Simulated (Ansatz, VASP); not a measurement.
# ZrBr5: VASP beside Ansatz

Contents of INCAR:

```
SYSTEM = ZrBr5
PREC     = Accurate       ! precision mode
ENCUT    = 520            ! plane-wave cutoff, eV
EDIFF    = 1E-6           ! SCF threshold, eV
ISMEAR   = 0              ! smearing method
SIGMA    = 0.1            ! smearing width, eV
LREAL    = .FALSE.        ! projectors in reciprocal space
LASPH    = .TRUE.         ! aspherical terms in the spheres
NELM     = 60             ! most SCF steps
ALGO     = Normal         ! electronic algorithm
ISIF     = 2              ! what is computed and relaxed
LWAVE    = .FALSE.        ! write WAVECAR
LCHARG   = .FALSE.        ! write CHGCAR
GGA      = PE             ! functional
NBANDS   = 32             ! bands
```

The input KPOINTS:

```
regular mesh
0
G
  6 6 2
  0 0 0
```

File POSCAR:

```
ZrBr5
1.0
    5.1044719400      0.0000000000      0.0000000000
   -2.5522359700      4.4206023800      0.0000000000
    0.0000000000      0.0000000000      9.1677294800
Zr Br
1 5
Direct
    0.0000000000      0.0000000000      0.0000000000
    0.3333333300      0.6666666700      0.5000000000
    0.6666666700      0.3333333300      0.5000000000
    0.0000000000      0.0000000000      0.5000000000
    0.0000000000      0.0000000000      0.7482146500
    0.0000000000      0.0000000000      0.2517853500
```

Input for Ansatz:

```yaml
crystal:
  lattice:
    - [5.10447194, 0.0, 0.0]
    - [-2.55223597, 4.42060238, 0.0]
    - [0.0, 0.0, 9.16772948]
  atoms:
    - { symbol: Zr, position: [0.0, 0.0, 0.0] }
    - { symbol: Br, position: [0.33333333, 0.66666667, 0.5] }
    - { symbol: Br, position: [0.66666667, 0.33333333, 0.5] }
    - { symbol: Br, position: [0.0, 0.0, 0.5] }
    - { symbol: Br, position: [0.0, 0.0, 0.74821465] }
    - { symbol: Br, position: [0.0, 0.0, 0.25178535] }
basis:
  ecutwfc: 420
kpoints:
  mp_grid: { grid: [6, 6, 2] }
hamiltonian:
  xc: pbe
scf:
  occupations: { method: gaussian, width: 0.1 }
  lower_state_search: "off"
output:
  forces: true
  stress: true
  eigenvalues: true
```

Alike in both runs: task single point; functional PBE; k mesh 6 × 6 × 2; occupations gaussian, width 0.1 eV; no spin polarisation.

|  | VASP | Ansatz |
| --- | --- | --- |
| version | VASP 6.6.1 | Ansatz 0.2.0 |
| potentials or method | VASP PAW PBE potentials, release 64 (Zr_sv, Br), cutoff 520 eV | scalar-relativistic, plane waves, PAW |
| valence electrons in the cell | 47 | 47 |

```csv
,VASP,Ansatz,Ansatz less VASP
gap on the k mesh at the Fermi level (eV),none,none,-
pressure (GPa),13.5,13.5,-0.02
"traceless stress, the component that is largest in VASP (GPa)",17.76,17.72,-0.036
rms of the force components (eV/Å),0.698,0.698,-0.0001
```

Atom by atom the forces differ by 0.000 eV/Å (rms over components). A gap of «none» marks a metal or a gap that the smearing closes.
